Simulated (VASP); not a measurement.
# KCl (R-3m) in VASP: further runs

Runs on KCl. Level: LDA. Tasks: relaxation of the atoms.

Program: VASP 6.6.1. These are calculated values, not measurements. Logs are shortened: lines on timing, memory, paths and dates and some standing lists are left out, and cuts for length are marked.

### Step 1. The cell of the first run

The structure is trigonal, space group R-3m (No. 166). The conventional cell has a = 4.309 Å, b = 4.309 Å, c = 10.476 Å, α = 90.00°, β = 90.00°, γ = 120.00°. K (site symmetry -3m) has 6 Cl at 3.04 Å within 4.0 Å. Within 4.0 Å of Cl (site symmetry -3m) lie 6 K at 3.04 Å.

### Step 2. Relaxation of the atoms, LDA (equal xy, yz and zx engineering shears of -0.5 %)

The input, INCAR:

```
PREC = Accurate
ENCUT = 520
EDIFF = 1E-7
ISMEAR = 0
SIGMA = 0.01
LREAL = F
LASPH = T
NELM = 80
ALGO = Normal
ISIF = 2
LWAVE = F
LCHARG = F
GGA = CA
IBRION = 2
NSW = 50
EDIFFG = -0.002
```

The input, KPOINTS:

```
regular mesh
0
Gamma
  6 6 6
```

The input, POSCAR:

```
KCl
1.0
   -0.0151966713      3.0317359254      3.0317359254
    3.0317359254     -0.0151966713      3.0317359254
    3.0317359254      3.0317359254     -0.0151966713
K Cl
1 1
Direct
    0.0000000000      0.0000000000      0.0000000000
    0.5000000000      0.5000000000      0.5000000000
```

Potentials or basis: VASP PAW LDA potentials, release 64 (K_sv, Cl).

On the command line:

```bash
cat potpaw_LDA.64/K_sv/POTCAR potpaw_LDA.64/Cl/POTCAR > POTCAR
mpirun -np 1 vasp_std > vasp.out
```

OUTCAR:

```text
PREC = Accurate
   ENCUT = 520
   EDIFF = 1E-7
   ISMEAR = 0
   LREAL = F
   LASPH = T
   NELM = 80
   ISIF = 2
   GGA = CA
   IBRION = 2
   NSW = 50
   EDIFFG = -0.002

 ion  position               nearest neighbor table
   1  0.000  0.000  0.000-   2 3.04   2 3.04   2 3.04   2 3.04   2 3.04   2 3.04
   2  0.500  0.500  0.500-   1 3.04   1 3.04   1 3.04   1 3.04   1 3.04   1 3.04

  LATTYP: Found a trigonal (rhomboedric) cell.
 ALAT       =     4.2875489947
 COS(alpha) =     0.4949812504

  Lattice vectors:

 A1 = (  -0.0151966713,   3.0317359254,   3.0317359254)
 A2 = (   3.0317359254,  -0.0151966713,   3.0317359254)
 A3 = (   3.0317359254,   3.0317359254,  -0.0151966713)

Analysis of symmetry for initial positions (statically):
=====================================================================
 Subroutine PRICEL returns:
 Original cell was already a primitive cell.

 Routine SETGRP: Setting up the symmetry group for a
 trigonal (rhombohedral) supercell.

 Subroutine GETGRP returns: Found 12 space group operations
 (whereof 12 operations were pure point group operations)
 out of a pool of 12 trial point group operations.

The static configuration has the point symmetry D_3d.

Analysis of symmetry for dynamics (positions and initial velocities):
=====================================================================
 Subroutine PRICEL returns:
 Original cell was already a primitive cell.

 Routine SETGRP: Setting up the symmetry group for a
 trigonal (rhombohedral) supercell.

 Subroutine GETGRP returns: Found 12 space group operations
 (whereof 12 operations were pure point group operations)
 out of a pool of 12 trial point group operations.

The dynamic configuration has the point symmetry D_3d.

 Subroutine INISYM returns: Found 12 space group operations
 (whereof 12 operations are pure point group operations),
 and found     1 'primitive' translations

----------------------------------------------------------------------------------------

                                     Primitive cell

  volume of cell :      56.1510

  direct lattice vectors                    reciprocal lattice vectors
    -0.015196671  3.031735925  3.031735925    -0.163687152  0.164511772  0.164511772
     3.031735925 -0.015196671  3.031735925     0.164511772 -0.163687152  0.164511772
     3.031735925  3.031735925 -0.015196671     0.164511772  0.164511772 -0.163687152

  length of vectors
     4.287548995  4.287548995  4.287548995     0.284467450  0.284467450  0.284467450

  position of ions in fractional coordinates (direct lattice)
     0.000000000  0.000000000  0.000000000
     0.500000000  0.500000000  0.500000000

  ion indices of the primitive-cell ions
   primitive index   ion index
                 1           1
                 2           2

----------------------------------------------------------------------------------------

 KPOINTS: regular mesh

Automatic generation of k-mesh.
 Grid dimensions read from file:
 generate k-points for:    6    6    6

 Generating k-lattice:

  Cartesian coordinates                     Fractional coordinates (reciprocal lattice)
    -0.027281192  0.027418629  0.027418629     0.166666667  0.000000000  0.000000000
     0.027418629 -0.027281192  0.027418629     0.000000000  0.166666667  0.000000000
     0.027418629  0.027418629 -0.027281192     0.000000000  0.000000000  0.166666667

  Length of vectors
     0.047411242  0.047411242  0.047411242

  Shift w.r.t. Gamma in fractional coordinates (k-lattice)
     0.000000000  0.000000000  0.000000000

 Subroutine IBZKPT returns following result:
 ===========================================

 Found     32 irreducible k-points:

 Following reciprocal coordinates:
            Coordinates               Weight
  0.000000  0.000000  0.000000      1.000000
  0.166667  0.000000  0.000000      6.000000
  0.333333  0.000000 -0.000000      6.000000
  0.500000  0.000000 -0.000000      3.000000
  0.166667  0.166667  0.000000      6.000000
  0.333333  0.166667  0.000000     12.000000
[... 16 lines left out ...]
  0.500000  0.500000  0.166667      6.000000
 -0.333333  0.500000  0.166667     12.000000
 [... further k-points ...]
   k-points           NKPTS =     32   k-points in BZ     NKDIM =     32   number of bands    NBANDS=     12
   number of dos      NEDOS =    301   number of ions     NIONS =      2
   total plane-waves  NPLWV =  32768
   dimension x,y,z NGX =    32 NGY =   32 NGZ =   32
   dimension x,y,z NGXF=    64 NGYF=   64 NGZF=   64
   ions per type =               1   1
   NGX,Y,Z   is equivalent  to a cutoff of  12.41, 12.41, 12.41 a.u.
   NGXF,Y,Z  is equivalent  to a cutoff of  24.82, 24.82, 24.82 a.u.
 SYSTEM =  unknown system
   PREC   = accura    normal or accurate (medium, high low for compatibility)
   ISTART =      0    job   : 0-new  1-cont  2-samecut
   ICHARG =      2    charge: 1-file 2-atom 10-const
   ISPIN  =      1    spin polarized calculation?
   LNONCOLLINEAR =      F non collinear calculations
   LSORBIT =      F    spin-orbit coupling
   LASPH  =      T    aspherical Exc in radial PAW
   ENCUT  =  520.0 eV  38.22 Ry    6.18 a.u.   7.97  7.97  7.97*2*pi/ulx,y,z
   NELM   =     80;   NELMIN=  2; NELMDL= -5     # of ELM steps
   EDIFF  = 0.1E-06   stopping-criterion for ELM
   LREAL  =      F    real-space projection
   EDIFFG = -.2E-02   stopping-criterion for IOM
   NSW    =     50    number of steps for IOM
   IBRION =      2    ionic relax: 0-MD 1-quasi-New 2-CG
   NFREE  =      1    steps in history (QN), initial steepest desc. (CG)
   ISIF   =      2    stress and relaxation
   ISYM   =      2    0-nonsym 1-usesym 2-fastsym
   POTIM  = 0.5000    time-step for ionic-motion
   TEBEG  =    0.0;   TEEND  =   0.0 temperature during run
   PSTRESS=    0.0 pullay stress
   NELECT =      16.0000    total number of electrons
   NUPDOWN=      -1.0000    fix difference up-down
   EMIN   =  10.00;   EMAX   =-10.00  energy-range for DOS
   EFERMI =   0.00;   METHOD = LEGACY
   ISMEAR =     0;   SIGMA  =   0.01  broadening in eV -4-tet -1-fermi 0-gaus
   EFERMI_NEDOS =   21; number of points for ismear=-14 and -15
   IALGO  =     38    algorithm
   IMIX   =      4    mixing-type and parameters
     AMIX     =   0.40;   BMIX     =  1.00
     AMIX_MAG =   1.60;   BMIX_MAG =  1.00
  volume/ion in A,a.u.               =      28.08       189.46
  Fermi-wavevector in a.u.,A,eV,Ry     =   1.077281  2.035766 15.790034  1.160535
  Thomas-Fermi vector in A             =   2.213189
   LORBIT       =      0    0 simple, 1 ext, 2 COOP (PROOUT), +10 PAW based schemes
   GGA     = CA    functional components
   LHFCALC =     F    Hartree Fock is set to
   AEXX    =    0.0000 exact exchange contribution
   IVDW    =     0    specifies the selected vdW correction
   LEPSILON=     F    determine dielectric tensor
   LRPA    =     F    only Hartree local field effects (RPA)
 conjugate gradient relaxation of ions
 non-spin polarized calculation
 Gauss-broadening in eV      SIGMA  =   0.01
  energy-cutoff  :      520.00
  volume of cell :       56.15
 maximum number of plane-waves:      1524
   NGX = 15   NGY = 15   NGZ = 15

 number of electron      16.0000000 magnetization

 Free energy of the ion-electron system (eV)
  ---------------------------------------------------
  ext. energy  EPLUGINS =         0.00000000
  ---------------------------------------------------
  free energy    TOTEN  =        -7.40772275 eV

  energy without entropy =       -7.40772275  energy(sigma->0) =       -7.40772275

 E-fermi :  -1.5108     XC(G=0):  -8.5477

 val. band max:       -1.6172268153   @ k =   0.0000   0.0000   0.0000
 cond. band min:       3.4837593150   @ k =   0.0000   0.0000   0.0000
 fundamental gap:      5.1009861303
 Fermi energy:        -1.5107974706

 k-point     1 :       0.0000    0.0000    0.0000
  band No.  band energies     occupation
      1     -28.2337      2.00000
      2     -13.7855      2.00000
      3     -11.9341      2.00000
      4     -11.9341      2.00000
      5     -11.9328      2.00000
      6      -1.6324      2.00000
      7      -1.6324      2.00000
      8      -1.6172      2.00000
      9       3.4838      0.00000
     10       6.4591      0.00000
     11       6.4591      0.00000
     12       6.5297      0.00000

 k-point     2 :       0.1667    0.0000    0.0000
  band No.  band energies     occupation
      1     -28.2286      2.00000
      2     -13.8554      2.00000
      3     -11.9371      2.00000
      4     -11.9365      2.00000
      5     -11.8459      2.00000
      6      -2.0368      2.00000
      7      -1.7510      2.00000
      8      -1.7368      2.00000
      9       4.2004      0.00000
     10       6.2994      0.00000
     11       6.8454      0.00000
     12       6.9085      0.00000

 k-point     3 :       0.3333    0.0000   -0.0000
  band No.  band energies     occupation
      1     -28.2185      2.00000
      2     -13.9801      2.00000
      3     -11.9435      2.00000
      4     -11.9430      2.00000
      5     -11.6833      2.00000
      6      -2.6865      2.00000
      7      -1.9716      2.00000
      8      -1.9563      2.00000
      9       5.4218      0.00000
     10       6.5331      0.00000
     11       7.8990      0.00000
     12       7.9632      0.00000

 k-point     4 :       0.5000    0.0000   -0.0000
  band No.  band energies     occupation
      1     -28.2134      2.00000
      2     -14.0368      2.00000
      3     -11.9469      2.00000
      4     -11.9459      2.00000
      5     -11.6068      2.00000
      6      -2.9632      2.00000
      7      -2.0749      2.00000
      8      -2.0589      2.00000
      9       5.8554      0.00000
     10       7.0186      0.00000
     11       8.9393      0.00000
     12       9.0009      0.00000

 k-point     5 :       0.1667    0.1667    0.0000
  band No.  band energies     occupation
      1     -28.2270      2.00000
      2     -13.8479      2.00000
      3     -11.9567      2.00000
      4     -11.9555      2.00000
      5     -11.8319      2.00000
      6      -2.1703      2.00000
      7      -1.7181      2.00000
      8      -1.7066      2.00000
      9       4.3368      0.00000
     10       5.7388      0.00000
     11       7.2656      0.00000
     12       7.3101      0.00000
[... 228 lines left out ...]
      1     -28.2088      2.00000
      2     -13.8532      2.00000
      3     -12.0615      2.00000
      4     -12.0286      2.00000
      5     -11.7803      2.00000
      6      -2.5152      2.00000
      7      -2.1606      2.00000
      8      -2.0772      2.00000
      9       6.1493      0.00000
     10       6.4031      0.00000
     11       8.2897      0.00000
     12       8.5502      0.00000

 k-point    22 :      -0.1667    0.3333    0.1667
  band No.  band energies     occupation
      1     -28.2122      2.00000
      2     -13.8718      2.00000
      3     -12.0344      2.00000
      4     -11.9912      2.00000
      5     -11.7893      2.00000
      6      -2.5693      2.00000
      7      -2.0345      2.00000
      8      -1.9900      2.00000
      9       5.5697      0.00000
     10       6.2700      0.00000
     11       8.2947      0.00000
     12       8.9824      0.00000

 k-point    23 :       0.5000    0.5000    0.1667
  band No.  band energies     occupation
      1     -28.2089      2.00000
      2     -13.7629      2.00000
      3     -12.0919      2.00000
      4     -12.0064      2.00000
      5     -11.9274      2.00000
      6      -2.4331      2.00000
      7      -2.0574      2.00000
      8      -1.9382      2.00000
      9       4.9293      0.00000
     10       6.8681      0.00000
     11       8.3799      0.00000
     12       8.8666      0.00000

 k-point    24 :      -0.3333    0.5000    0.1667
  band No.  band energies     occupation
      1     -28.2074      2.00000
      2     -13.7505      2.00000
      3     -12.1325      2.00000
      4     -12.0603      2.00000
      5     -11.8625      2.00000
      6      -2.2975      2.00000
      7      -2.1682      2.00000
      8      -2.0499      2.00000
      9       5.2730      0.00000
     10       7.2444      0.00000
     11       7.6077      0.00000
     12       8.7221      0.00000

 [... further k-points ...]

------------------------ aborting loop because EDIFF is reached ----------------------------------------

  FORCE on cell =-STRESS in cart. coord.  units (eV):
  Direction    XX          YY          ZZ          XY          YZ          ZX
  --------------------------------------------------------------------------------------
  -------------------------------------------------------------------------------------
  Total        0.0207388      0.0207388      0.0207388      0.0108714      0.0108714      0.0108714
  in kB        0.5917484      0.5917484      0.5917484      0.3101989      0.3101989      0.3101989
  external PRESSURE =       0.5917484 kB  Pullay stress =       0.0000000 kB

 VOLUME and BASIS-vectors are now :
 -----------------------------------------------------------------------------
  energy-cutoff  :      520.00
  volume of cell :       56.15
      direct lattice vectors                 reciprocal lattice vectors
    -0.015196671  3.031735925  3.031735925    -0.163687152  0.164511772  0.164511772
     3.031735925 -0.015196671  3.031735925     0.164511772 -0.163687152  0.164511772
     3.031735925  3.031735925 -0.015196671     0.164511772  0.164511772 -0.163687152

 POSITION                                       TOTAL-FORCE (eV/Angst)
 -----------------------------------------------------------------------------------
      0.00000      0.00000      0.00000        -0.000000      0.000000      0.000000
      3.02414      3.02414      3.02414         0.000000     -0.000000     -0.000000
 -----------------------------------------------------------------------------------
    total drift:                                0.000000     -0.000000     -0.000000

  FREE ENERGIE OF THE ION-ELECTRON SYSTEM (eV)
  ---------------------------------------------------
  free  energy   TOTEN  =        -7.4077227495 eV

  energy  without entropy=       -7.4077227495  energy(sigma->0) =       -7.40772275

 reached required accuracy - stopping structural energy minimisation
```

It took 9.5 s on 1 thread of Intel Xeon Platinum 8488C (Sapphire Rapids), shared host; peak memory 0.16 GiB.

What came out:

- Free energy: -7.4077 eV
- Pressure after relaxing: 0.1 GPa
- Band gap on the k mesh: 5.10 eV

Final structure:
```
K Cl
1.0
    -0.01520    3.03174    3.03174
     3.03174   -0.01520    3.03174
     3.03174    3.03174   -0.01520
K Cl
1 1
Cartesian
  0.0000 0.0000 0.0000
  3.0241 3.0241 3.0241
```

Levels at points of the mesh, in eV from the valence-band top:
```
           k point  band 4  band 5  band 6  band 7  band 8  band 9  band 10  band 11  band 12
(0.00, 0.00, 0.00)  -10.32  -10.32   -0.02   -0.02    0.00    5.10     8.08     8.08     8.15
(0.50, 0.00, 0.00)  -10.33   -9.99   -1.35   -0.46   -0.44    7.47     8.64    10.56    10.62
(0.50, 0.50, 0.00)  -10.41  -10.41   -0.77   -0.27   -0.26    6.03     8.45    10.22    10.26
(0.50, 0.50, 0.50)  -10.33  -10.00   -1.34   -0.47   -0.47    7.47     8.67    10.61    10.61
```

Caveat: the cell differs from its parent crystal (equal xy, yz and zx engineering shears of -0.5 %).

### Step 3. Relaxation of the atoms, LDA (equal xy, yz and zx engineering shears of +0.5 %)

The input, INCAR:

```
PREC     = Accurate       # precision mode
ENCUT    = 520            # plane-wave cutoff, eV
EDIFF    = 1E-6           # SCF threshold, eV
ISMEAR   = 0              # smearing method
SIGMA    = 0.01           # smearing width, eV
LREAL    = F              # projectors in reciprocal space
LASPH    = T              # aspherical terms in the spheres
NELM     = 100            # most SCF steps
ALGO     = Normal         # electronic algorithm
ISIF     = 2              # what is computed and relaxed
LWAVE    = F              # write WAVECAR
LCHARG   = F              # write CHGCAR
GGA      = CA             # functional
IBRION   = 2              # ionic algorithm
NSW      = 50             # ionic steps
EDIFFG   = -0.002         # ionic threshold
```

KPOINTS is that of step 2.

The input, POSCAR:

```
KCl
1.0
    0.0151966713      3.0469325967      3.0469325967
    3.0469325967      0.0151966713      3.0469325967
    3.0469325967      3.0469325967      0.0151966713
K Cl
1 1
Direct
    0.0000000000      0.0000000000      0.0000000000
    0.5000000000      0.5000000000      0.5000000000
```

Potentials or basis: VASP PAW LDA potentials, release 64 (K_sv, Cl).

On the command line:

```bash
cat potpaw_LDA.64/K_sv/POTCAR potpaw_LDA.64/Cl/POTCAR > POTCAR
mpirun -np 1 vasp_std > vasp.out
```

Wall time 8.6 s (1 thread of Intel Xeon Platinum 8488C (Sapphire Rapids), shared host); peak memory 0.16 GiB.

The run converged. Its results:

| Item | Value |
| --- | --- |
| Free energy | -7.4077 eV |
| Pressure after relaxing | 0.1 GPa |
| Band gap on the k mesh | 5.11 eV |

Final structure:
```
K Cl
1.0
     0.01520    3.04693    3.04693
     3.04693    0.01520    3.04693
     3.04693    3.04693    0.01520
K Cl
1 1
Direct
  0.00000 0.00000 0.00000
  0.50000 0.50000 0.50000
```

Levels at points of the mesh, in eV from the valence-band top:
| k point | band 4 | band 5 | band 6 | band 7 | band 8 | band 9 | band 10 | band 11 | band 12 |
| --- | --- | --- | --- | --- | --- | --- | --- | --- | --- |
| (0.00, 0.00, 0.00) | -10.31 | -10.31 | -0.02 | 0.00 | 0.00 | 5.11 | 8.06 | 8.13 | 8.13 |
| (0.50, 0.00, 0.00) | -10.32 | -9.99 | -1.34 | -0.46 | -0.45 | 7.48 | 8.66 | 10.57 | 10.63 |
| (0.50, 0.50, 0.00) | -10.40 | -10.40 | -0.77 | -0.27 | -0.25 | 6.04 | 8.45 | 10.23 | 10.26 |
| (0.50, 0.50, 0.50) | -10.32 | -9.98 | -1.34 | -0.44 | -0.44 | 7.48 | 8.63 | 10.58 | 10.58 |

Caveat: the cell differs from its parent crystal (equal xy, yz and zx engineering shears of +0.5 %).
